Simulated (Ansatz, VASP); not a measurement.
# Two plane-wave programs on Ga

Contents of INCAR:

```
SYSTEM = Ga
  PREC = Accurate
  ENCUT = 600
  EDIFF = 1E-6
  ISMEAR = 0
  SIGMA = 0.1
  LREAL = .FALSE.
  LASPH = .TRUE.
  NELM = 80
  ALGO = Fast
  ISIF = 3
  LWAVE = .FALSE.
  LCHARG = .FALSE.
  GGA = PS
  IBRION = 2
  NSW = 90
  EDIFFG = -0.04
```

Contents of KPOINTS:

```
Automatic mesh
0
G
  6 6 6
  0 0 0
```

The input POSCAR:

```
Ga
1.0
    1.5863967571      0.9159065947      7.6669559847
   -1.5863967571      0.9159065947      7.6669559847
    0.0000000000     -1.8318131896      7.6669559847
Ga
3
Direct
    0.0000000000      0.0000000000      0.0000000000
    0.2222200000      0.2222200000      0.2222200000
    0.7777800000      0.7777800000      0.7777800000
```

Input for Ansatz:

```yaml
crystal:
  lattice:
    - [1.5863967571, 0.9159065947, 7.6669559847]
    - [-1.5863967571, 0.9159065947, 7.6669559847]
    - [0.0, -1.8318131896, 7.6669559847]
  atoms:
    - { symbol: Ga, position: [0.0, 0.0, 0.0] }
    - { symbol: Ga, position: [0.22222, 0.22222, 0.22222] }
    - { symbol: Ga, position: [0.77778, 0.77778, 0.77778] }
basis:
  ecutwfc: 420
kpoints:
  mp_grid: { grid: [6, 6, 6] }
hamiltonian:
  xc: pbesol
scf:
  occupations: { method: gaussian, width: 0.1 }
  lower_state_search: "off"
output:
  forces: true
  stress: true
  eigenvalues: true
relax:
  adjacent_minimum: "off"
  f_tol: 0.04
  max_steps: 70
  cell: { stress_tol: 0.4 }
```

Alike in both runs: task relaxation of cell and atoms; functional PBEsol; k mesh 6 × 6 × 6; occupations gaussian, width 0.1 eV; no spin polarisation.

```csv
,VASP,Ansatz
version,VASP 6.6.1,Ansatz 0.2.0
potentials or method,"VASP PAW PBE potentials, release 64 (Ga_d), cutoff 600 eV","scalar-relativistic, plane waves, PAW"
valence electrons in the cell,39,39
```

|  | VASP | Ansatz | Ansatz less VASP |
| --- | --- | --- | --- |
| gap on the k mesh at the Fermi level, each at its own relaxed structure (eV) | none | none | - |
| relaxed volume (Å³/atom) | 17.65 | 17.63 | -0.016 |
| relaxed cell length with the largest relative difference (Å) | 7.260 | 7.270 | +0.0099 |

VASP's potentials were made for PBE, not for PBEsol. A gap of «none» marks a metal or a gap that the smearing closes.

The k mesh is coarse, so the values compare programs but aren't converged. Noted on VASP's run: the volume moved by over 15 % at a fixed basis, so the end points are rough.
